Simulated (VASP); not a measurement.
Input of a VASP 6.6.1 run:

INCAR

```
PREC = Accurate
ENCUT = 600
EDIFF = 1E-6
ISMEAR = 0
SIGMA = 0.1
LREAL = F
LASPH = T
NELM = 100
ALGO = Normal
ISIF = 3
LWAVE = F
LCHARG = F
GGA = PE
IBRION = 2
NSW = 100
EDIFFG = -0.01
```

File KPOINTS:

```
regular mesh
0
Gamma
  8 8 8
```

Contents of POSCAR:

```
HgPI3
1.0
    5.5870373104      0.0000000000      0.0000000000
    0.0000000000      5.5870373104      0.0000000000
    0.0000000000      0.0000000000      5.5870373104
Hg P I
1 1 3
Direct
    0.0000000000      0.0000000000      0.0000000000
    0.5000000000      0.5000000000      0.5000000000
    0.0000000000      0.5000000000      0.5000000000
    0.5000000000      0.0000000000      0.5000000000
    0.5000000000      0.5000000000      0.0000000000
```

Potentials or basis: VASP PAW PBE potentials, release 64 (Hg, P, I).

Command:

```bash
$ cat potpaw_PBE.64/Hg/POTCAR potpaw_PBE.64/P/POTCAR potpaw_PBE.64/I/POTCAR > POTCAR
$ mpirun -np 1 vasp_std > vasp.out
```

(1) Estimate the band gap on the k mesh.

Answers

(1) zero (bands 19 and 20 overlap by 0.22 eV).

Caveat: the relaxation stopped at its first step, so nothing moved; spin-orbit coupling is left out, which moves the levels of the heavy elements.
